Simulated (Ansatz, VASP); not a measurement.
# One calculation of Al2O3, two programs

INCAR

```
SYSTEM = Al2O3
  PREC = Accurate
  ENCUT = 520
  EDIFF = 1E-6
  ISMEAR = 0
  SIGMA = 0.05
  LREAL = Auto
  LASPH = .True.
  NELM = 100
  ALGO = Normal
  ISIF = 2
  LWAVE = .False.
  LCHARG = .False.
  GGA = PE
  NBANDS = 122
```

KPOINTS

```
regular mesh
0
Gamma
  3 3 3
  0 0 0
```

POSCAR

```
Al2O3
1.0
   -4.7605000000     -2.7484760000      4.3318670000
    4.7605000000     -2.7484760000      4.3318670000
    0.0000000000      5.4969520000      4.3318670000
Al O
16 24
Direct
    0.3521600000      0.3521600000      0.3521600000
    0.8521600000      0.8521600000      0.3521600000
    0.8521600000      0.3521600000      0.8521600000
    0.3521600000      0.8521600000      0.8521600000
    0.1478400000      0.1478400000      0.1478400000
    0.6478400000      0.6478400000      0.1478400000
    0.6478400000      0.1478400000      0.6478400000
    0.1478400000      0.6478400000      0.6478400000
    0.6478400000      0.1478400000      0.1478400000
    0.1478400000      0.6478400000      0.1478400000
    0.1478400000      0.1478400000      0.6478400000
    0.6478400000      0.6478400000      0.6478400000
    0.8521600000      0.3521600000      0.3521600000
    0.3521600000      0.8521600000      0.3521600000
    0.3521600000      0.3521600000      0.8521600000
    0.8521600000      0.8521600000      0.8521600000
    0.0966600000      0.4033400000      0.2500000000
    0.5966600000      0.9033400000      0.2500000000
    0.5966600000      0.4033400000      0.7500000000
    0.0966600000      0.9033400000      0.7500000000
    0.2500000000      0.0966600000      0.4033400000
    0.7500000000      0.5966600000      0.4033400000
    0.7500000000      0.0966600000      0.9033400000
    0.2500000000      0.5966600000      0.9033400000
    0.4033400000      0.2500000000      0.0966600000
    0.9033400000      0.7500000000      0.0966600000
    0.9033400000      0.2500000000      0.5966600000
    0.4033400000      0.7500000000      0.5966600000
    0.9033400000      0.0966600000      0.2500000000
    0.4033400000      0.5966600000      0.2500000000
    0.4033400000      0.0966600000      0.7500000000
    0.9033400000      0.5966600000      0.7500000000
    0.7500000000      0.4033400000      0.0966600000
    0.2500000000      0.9033400000      0.0966600000
    0.2500000000      0.4033400000      0.5966600000
    0.7500000000      0.9033400000      0.5966600000
    0.5966600000      0.2500000000      0.4033400000
    0.0966600000      0.7500000000      0.4033400000
    0.0966600000      0.2500000000      0.9033400000
    0.5966600000      0.7500000000      0.9033400000
```

Input for Ansatz:

```yaml
crystal:
  lattice:
    - [-4.7605, -2.748476, 4.331867]
    - [4.7605, -2.748476, 4.331867]
    - [0.0, 5.496952, 4.331867]
  atoms:
    - { symbol: Al, position: [0.35216, 0.35216, 0.35216] }
    - { symbol: Al, position: [0.85216, 0.85216, 0.35216] }
    - { symbol: Al, position: [0.85216, 0.35216, 0.85216] }
    - { symbol: Al, position: [0.35216, 0.85216, 0.85216] }
    - { symbol: Al, position: [0.14784, 0.14784, 0.14784] }
    - { symbol: Al, position: [0.64784, 0.64784, 0.14784] }
    - { symbol: Al, position: [0.64784, 0.14784, 0.64784] }
    - { symbol: Al, position: [0.14784, 0.64784, 0.64784] }
    - { symbol: Al, position: [0.64784, 0.14784, 0.14784] }
    - { symbol: Al, position: [0.14784, 0.64784, 0.14784] }
    - { symbol: Al, position: [0.14784, 0.14784, 0.64784] }
    - { symbol: Al, position: [0.64784, 0.64784, 0.64784] }
    - { symbol: Al, position: [0.85216, 0.35216, 0.35216] }
    - { symbol: Al, position: [0.35216, 0.85216, 0.35216] }
    - { symbol: Al, position: [0.35216, 0.35216, 0.85216] }
    - { symbol: Al, position: [0.85216, 0.85216, 0.85216] }
    - { symbol: O, position: [0.09666, 0.40334, 0.25] }
    - { symbol: O, position: [0.59666, 0.90334, 0.25] }
    - { symbol: O, position: [0.59666, 0.40334, 0.75] }
    - { symbol: O, position: [0.09666, 0.90334, 0.75] }
    - { symbol: O, position: [0.25, 0.09666, 0.40334] }
    - { symbol: O, position: [0.75, 0.59666, 0.40334] }
    - { symbol: O, position: [0.75, 0.09666, 0.90334] }
    - { symbol: O, position: [0.25, 0.59666, 0.90334] }
    - { symbol: O, position: [0.40334, 0.25, 0.09666] }
    - { symbol: O, position: [0.90334, 0.75, 0.09666] }
    - { symbol: O, position: [0.90334, 0.25, 0.59666] }
    - { symbol: O, position: [0.40334, 0.75, 0.59666] }
    - { symbol: O, position: [0.90334, 0.09666, 0.25] }
    - { symbol: O, position: [0.40334, 0.59666, 0.25] }
    - { symbol: O, position: [0.40334, 0.09666, 0.75] }
    - { symbol: O, position: [0.90334, 0.59666, 0.75] }
    - { symbol: O, position: [0.75, 0.40334, 0.09666] }
    - { symbol: O, position: [0.25, 0.90334, 0.09666] }
    - { symbol: O, position: [0.25, 0.40334, 0.59666] }
    - { symbol: O, position: [0.75, 0.90334, 0.59666] }
    - { symbol: O, position: [0.59666, 0.25, 0.40334] }
    - { symbol: O, position: [0.09666, 0.75, 0.40334] }
    - { symbol: O, position: [0.09666, 0.25, 0.90334] }
    - { symbol: O, position: [0.59666, 0.75, 0.90334] }
basis:
  ecutwfc: 420
  fft_grid_basis: typed
kpoints:
  mp_grid: { grid: [3, 3, 3] }
hamiltonian:
  xc: pbe
  pseudopotentials: { kind: paw }
scf:
  occupations: { method: gaussian, width: 0.05 }
output:
  forces: true
  stress: false
  eigenvalues: true
  bader: false
  write_density: true
  volumetric_format: npy
```

Alike in both runs: task single point; functional PBE; k mesh 3 × 3 × 3; occupations gaussian, width 0.05 eV; no spin polarisation.

|  | VASP | Ansatz |
| --- | --- | --- |
| version | VASP 6.6.1 | Ansatz 0.2.0 |
| potentials or method | VASP PAW PBE potentials, release 64 (Al, O), cutoff 520 eV | scalar-relativistic, plane waves, PAW |
| valence electrons in the cell | 192 | 192 |

VASP gave:

* gap on the k mesh at the Fermi level (eV): 6.21
* rms of the force components (eV/Å): 0.014

Q: What did Ansatz give for the same quantities?

A: gap on the k mesh at the Fermi level (eV): 6.22; rms of the force components (eV/Å): 0.015.

Atom by atom the forces differ by 0.001 eV/Å (rms over components).
